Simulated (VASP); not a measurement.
# GaN (I-4m2) in VASP: settings compared

GaN is run at these levels: HSE06, r2SCAN; tasks: single point.

All numbers are computed with VASP 6.6.1; they aren't measurements. Logs are shortened: lines on timing, memory, paths and dates and some standing lists are left out, and cuts for length are marked.

## Step 1: The cell of the first run

It takes space group I-4m2 (No. 119, tetragonal). Conventional cell: a = 3.180 Å, b = 3.180 Å, c = 4.678 Å, α = 90.00°, β = 90.00°, γ = 90.00°. Within 2.6 Å of Ga (site symmetry -4m2) lie 4 N at 1.97 Å. Within 2.6 Å of N (site symmetry -4m2) lie 4 Ga at 1.97 Å.

## Step 2: Single point, HSE06 (uniaxial z strain +4.0%)

Input file POSCAR:

```
GaN
1.0
    0.0000000000      2.2489525411      2.3389106427
    2.2489525411      0.0000000000      2.3389106427
    2.2489525411      2.2489525411      0.0000000000
Ga N
1 1
Direct
    0.0000000000      0.0000000000      0.0000000000
    0.2500000000      0.2500000000      0.2500000000
```

Input file INCAR.step1:

```
PREC = Accurate
ENCUT = 520
EDIFF = 1E-5
ISMEAR = 0
SIGMA = 0.01
LREAL = F
LASPH = T
NELM = 80
ALGO = Normal
ISIF = 2
LWAVE = T
LCHARG = F
NBANDS = 16
GGA = PE
```

Input file INCAR.step2:

```
PREC = Accurate
ENCUT = 520
EDIFF = 1E-6
ISMEAR = 0
SIGMA = 0.01
LREAL = F
LASPH = T
NELM = 80
ALGO = Normal
ISIF = 2
LWAVE = F
LCHARG = F
GGA = PE
LHFCALC = T
HFSCREEN = 0.2079
PRECFOCK = Normal
NBANDS = 16
ISTART = 1
```

Input file KPOINTS:

```
Automatic mesh
0
Gamma
  6 6 6
```

Potentials or basis: VASP PAW PBE potentials, release 64 (Ga_d, N).

Launch:

```
$ cat potpaw_PBE.64/Ga_d/POTCAR potpaw_PBE.64/N/POTCAR > POTCAR
$ cp INCAR.step1 INCAR
$ mpirun -np 1 vasp_std > vasp.out
$ cp INCAR.step2 INCAR
$ mpirun -np 1 vasp_std > vasp.out
```

OUTCAR:

```text
PREC = Accurate
   ENCUT = 520
   EDIFF = 1E-6
   ISMEAR = 0
   LREAL = F
   LASPH = T
   NELM = 80
   ISIF = 2
   GGA = PE
   LHFCALC = T
   HFSCREEN = 0.2079
   PRECFOCK = Normal
   ISTART = 1

 ion  position               nearest neighbor table
   1  0.000  0.000  0.000-   2 1.97   2 1.97   2 1.97   2 1.97
   2  0.250  0.250  0.250-   1 1.97   1 1.97   1 1.97   1 1.97

  LATTYP: Found a body centered tetragonal cell.
 ALAT       =     3.1804991848
 C/A-ratio  =     1.4707821048

  Lattice vectors:

 A1 = (  -2.2489525411,   0.0000000000,   2.3389106427)
 A2 = (   2.2489525411,   0.0000000000,   2.3389106427)
 A3 = (   0.0000000000,   2.2489525411,  -2.3389106427)

Analysis of symmetry for initial positions (statically):
=====================================================================
 Subroutine PRICEL returns:
 Original cell was already a primitive cell.

 Routine SETGRP: Setting up the symmetry group for a
 body centered tetragonal supercell.

 Subroutine GETGRP returns: Found  8 space group operations
 (whereof  8 operations were pure point group operations)
 out of a pool of 16 trial point group operations.

The static configuration has the point symmetry D_2d.

Analysis of symmetry for dynamics (positions and initial velocities):
=====================================================================
 Subroutine PRICEL returns:
 Original cell was already a primitive cell.

 Routine SETGRP: Setting up the symmetry group for a
 body centered tetragonal supercell.

 Subroutine GETGRP returns: Found  8 space group operations
 (whereof  8 operations were pure point group operations)
 out of a pool of 16 trial point group operations.

The dynamic configuration has the point symmetry D_2d.

 Subroutine INISYM returns: Found  8 space group operations
 (whereof  8 operations are pure point group operations),
 and found     1 'primitive' translations

----------------------------------------------------------------------------------------

                                     Primitive cell

  volume of cell :      23.6594

  direct lattice vectors                    reciprocal lattice vectors
     0.000000000  2.248952541  2.338910643    -0.222325723  0.222325723  0.213774734
     2.248952541  0.000000000  2.338910643     0.222325723 -0.222325723  0.213774734
[... 90 lines left out ...]
   NFREE  =      0    steps in history (QN), initial steepest desc. (CG)
   ISIF   =      2    stress and relaxation
   ISYM   =      3    0-nonsym 1-usesym 2-fastsym
   POTIM  = 0.5000    time-step for ionic-motion
   TEBEG  =    0.0;   TEEND  =   0.0 temperature during run
   PSTRESS=    0.0 pullay stress
   NELECT =      18.0000    total number of electrons
   NUPDOWN=      -1.0000    fix difference up-down
   EMIN   =  10.00;   EMAX   =-10.00  energy-range for DOS
   EFERMI =   0.00;   METHOD = LEGACY
   ISMEAR =     0;   SIGMA  =   0.01  broadening in eV -4-tet -1-fermi 0-gaus
   EFERMI_NEDOS =   21; number of points for ismear=-14 and -15
   IALGO  =     38    algorithm
   IMIX   =      1    mixing-type and parameters
     AMIX     =   0.40;   BMIX     =  1.00
     AMIX_MAG =   1.60;   BMIX_MAG =  1.00
  volume/ion in A,a.u.               =      11.83        79.83
  Fermi-wavevector in a.u.,A,eV,Ry     =   1.494506  2.824206 30.389259  2.233548
  Thomas-Fermi vector in A             =   2.606770
   LORBIT       =      0    0 simple, 1 ext, 2 COOP (PROOUT), +10 PAW based schemes
   GGA     = PE    functional components
   LHFCALC =     T    Hartree Fock is set to
   PRECFOCK=normal    Normal, Fast or Accurate (Low or Medium for compatibility)
   ENCUT4O =  -1.0   cutoff for four orbital integrals eV
   NKREDX  =     1    reduce k-point grid by
   NKREDY  =     1    reduce k-point grid by
   NKREDZ  =     1    reduce k-point grid by
   AEXX    =    0.2500 exact exchange contribution
   HFSCREEN=    0.2079 screening length (either q_TF or 0.3 A-1)
   HFSCREENC=   0.2079 screening length for correlation (either q_TF or 0.3 A-1)
   ENCUTFOCK=  -1.0 apply spherical cutoff to Coloumb kernel
   IVDW    =     0    specifies the selected vdW correction
   LEPSILON=     F    determine dielectric tensor
   LRPA    =     F    only Hartree local field effects (RPA)
 non-spin polarized calculation
 Gauss-broadening in eV      SIGMA  =   0.01
  energy-cutoff  :      520.00
  volume of cell :       23.66
 maximum number of plane-waves:       652
  NGX = 20; NGY = 20; NGZ = 18

 number of electron      17.9999992 magnetization

 Free energy of the ion-electron system (eV)
  ---------------------------------------------------
  ext. energy  EPLUGINS =         0.00000000
  ---------------------------------------------------
  free energy    TOTEN  =       -14.70619196 eV

  energy without entropy =      -14.70619196  energy(sigma->0) =      -14.70619196

 E-fermi :   4.2289     XC(G=0):  -9.4279

 val. band max:        4.1881602612   @ k =   0.0000   0.0000   0.0000
 cond. band min:       6.8458222939   @ k =   0.0000   0.0000   0.0000
 fundamental gap:      2.6576620328
 Fermi energy:         4.2289099661

 k-point     1 :       0.0000    0.0000    0.0000
  band No.  band energies     occupation
      1     -13.0318      2.00000
      2     -11.4836      2.00000
      3     -11.4451      2.00000
      4     -11.4451      2.00000
      5     -11.1755      2.00000
      6     -11.1720      2.00000
[... 433 lines left out ...]
      3     -11.2528      2.00000
      4     -11.2398      2.00000
      5     -11.1187      2.00000
      6      -9.0612      2.00000
[... 8 lines left out ...]
     15      27.5702      0.00000
     16      28.0081      0.00000

 [... further k-points ...]

------------------------ aborting loop because EDIFF is reached ----------------------------------------

  FORCE on cell =-STRESS in cart. coord.  units (eV):
  Direction    XX          YY          ZZ          XY          YZ          ZX
  --------------------------------------------------------------------------------------
  -------------------------------------------------------------------------------------
  Total       -0.7840046     -0.7840046     -1.6519874      0.0000000     -0.0000000      0.0000000
  in kB      -53.0914999    -53.0914999   -111.8698599      0.0000000     -0.0000000      0.0000000
  external PRESSURE =     -72.6842866 kB  Pullay stress =       0.0000000 kB

 VOLUME and BASIS-vectors are now :
 -----------------------------------------------------------------------------
  energy-cutoff  :      520.00
  volume of cell :       23.66
      direct lattice vectors                 reciprocal lattice vectors
     0.000000000  2.248952541  2.338910643    -0.222325723  0.222325723  0.213774734
     2.248952541  0.000000000  2.338910643     0.222325723 -0.222325723  0.213774734
     2.248952541  2.248952541  0.000000000     0.222325723  0.222325723 -0.213774734

 POSITION                                       TOTAL-FORCE (eV/Angst)
 -----------------------------------------------------------------------------------
      0.00000      0.00000      0.00000        -0.000000     -0.000000     -0.000000
      1.12448      1.12448      1.16946         0.000000      0.000000      0.000000
 -----------------------------------------------------------------------------------
    total drift:                                0.000001      0.000001     -0.000003

  FREE ENERGIE OF THE ION-ELECTRON SYSTEM (eV)
  ---------------------------------------------------
  free  energy   TOTEN  =       -14.7061919570 eV

  energy  without entropy=      -14.7061919570  energy(sigma->0) =      -14.70619196
```

OSZICAR.step1:

```text
N       E                     dE             d eps       ncg     rms          rms(c)
DAV:   1     0.842842433619E+02    0.84284E+02   -0.93676E+03  1064   0.200E+03
DAV:   2    -0.823439930552E+01   -0.92519E+02   -0.84784E+02  1136   0.329E+02
DAV:   3    -0.140257620783E+02   -0.57914E+01   -0.57736E+01  1096   0.705E+01
DAV:   4    -0.140911150554E+02   -0.65353E-01   -0.65347E-01  1256   0.814E+00
DAV:   5    -0.140919040683E+02   -0.78901E-03   -0.78901E-03  1120   0.764E-01    0.761E+00
DAV:   6    -0.121422278166E+02    0.19497E+01   -0.49790E+00  1448   0.387E+01    0.269E+00
DAV:   7    -0.121465827691E+02   -0.43550E-02   -0.30187E-01  1056   0.667E+00    0.175E+00
DAV:   8    -0.121427908524E+02    0.37919E-02   -0.63806E-02  1096   0.316E+00    0.832E-01
DAV:   9    -0.121383707963E+02    0.44201E-02   -0.13656E-02  1440   0.254E+00    0.223E-01
DAV:  10    -0.121387768642E+02   -0.40607E-03   -0.14024E-03  1128   0.476E-01    0.118E-01
DAV:  11    -0.121386897510E+02    0.87113E-04   -0.24109E-04  1440   0.243E-01    0.852E-03
DAV:  12    -0.121386944615E+02   -0.47104E-05   -0.27855E-05  1040   0.469E-02
   1 F= -.12138694E+02 E0= -.12138694E+02  d E =-.999713E-12
```

Wall time 85 min (1 thread of Intel Xeon 8259CL, shared host); peak memory 0.26 GiB.

Results:

| Quantity | Value |
| --- | --- |
| Free energy | -14.7062 eV |
| Pressure | -7.3 GPa |
| Band gap on the k mesh | 2.66 eV |

Stress tensor (GPa, compression positive):
```
 -5.31   0.00   0.00
  0.00  -5.31   0.00
  0.00   0.00 -11.19
```

Levels at points of the mesh, in eV from the valence-band top:
```tsv
k point	band 6	band 7	band 8	band 9	band 10	band 11	band 12	band 13
(0.00, 0.00, 0.00)	-15.36	-0.19	0.00	0.00	2.66	11.59	11.59	11.70
(0.50, 0.00, 0.00)	-13.67	-7.38	-1.22	-0.91	5.72	10.17	11.40	11.95
(0.50, 0.50, 0.00)	-13.26	-6.77	-2.64	-2.64	4.54	8.30	12.86	15.72
(0.50, 0.00, 0.50)	-13.05	-6.34	-2.96	-2.93	4.28	7.66	13.41	15.03
```

Caveat: the cell differs from its parent crystal (uniaxial z strain +4.0%); the stress differs along the axes, from -11 to -5 GPa; the structure was generated, so it needn't be the stable form of GaN; the PAW data sets were made with another functional, which shifts forces and pressure a little.

## Step 3: Single point, r2SCAN, non-collinear spin, zero start, spin-orbit coupling (uniaxial z strain -3.0%)

Input file POSCAR:

```
GaN
1.0
    0.0000000000      2.2489525411      2.1814839649
    2.2489525411      0.0000000000      2.1814839649
    2.2489525411      2.2489525411      0.0000000000
Ga N
1 1
Direct
    0.0000000000      0.0000000000      0.0000000000
    0.2500000000      0.2500000000      0.2500000000
```

Input file INCAR.step1:

```
SYSTEM = GaN
  ALGO = Normal
  EDIFF = 1E-4
  ENCUT = 520
  GGA = PE
  GGA_COMPAT = .FALSE.
  ISMEAR = 0
  LASPH = .TRUE.
  LCHARG = .FALSE.
  LREAL = .FALSE.
  LSORBIT = .TRUE.
  LWAVE = .TRUE.
  MAGMOM = 0 0 0 0 0 0
  NBANDS = 30
  NELM = 150
  PREC = Accurate
  SIGMA = 0.01
```

Input file INCAR.step2:

```
SYSTEM = GaN
  ALGO = Normal
  EDIFF = 1E-7
  ENCUT = 520
  GGA_COMPAT = .FALSE.
  ISIF = 2
  ISMEAR = 0
  ISTART = 1
  LASPH = .TRUE.
  LCHARG = .FALSE.
  LMIXTAU = .TRUE.
  LORBIT = 11
  LORBMOM = .TRUE.
  LREAL = .FALSE.
  LSORBIT = .TRUE.
  LWAVE = .FALSE.
  MAGMOM = 0 0 0 0 0 0
  METAGGA = R2SCAN
  NBANDS = 30
  NELM = 150
  PREC = Accurate
  SIGMA = 0.01
```

Input file KPOINTS:

```
k-points
0
G
  10 10 10
  0 0 0
```

Potentials or basis: VASP PAW PBE potentials, release 64 (Ga_d, N).

Launch:

```
$ cat potpaw_PBE.64/Ga_d/POTCAR potpaw_PBE.64/N/POTCAR > POTCAR
$ cp INCAR.step1 INCAR
$ mpirun -np 1 vasp_ncl > vasp.out
$ cp INCAR.step2 INCAR
$ mpirun -np 1 vasp_ncl > vasp.out
```

It took 8.4 min on 1 thread of Intel Xeon 6975P-C (Granite Rapids), shared host; peak memory 0.32 GiB.

It converged, with:

* Free energy: -21.8775 eV
* Pressure: 7.5 GPa
* Net moment: 0.00 μB per cell
* Valence electrons inside the program's atomic spheres: Ga 11.90; N 3.80

Stress tensor (GPa, compression positive):
```
6.28 0.00 0.00
0.00 6.28 0.00
0.00 0.00 9.87
```

Moments on the atoms (μB; x, y, z):
```
Ga  0.00 0.00 0.00
N   0.00 0.00 0.00
```

Caveat: the cell differs from its parent crystal (uniaxial z strain -3.0%); the cell stands under pressure; the structure was generated, so it needn't be the stable form of GaN; the PAW data sets were made with another functional, which shifts forces and pressure a little.
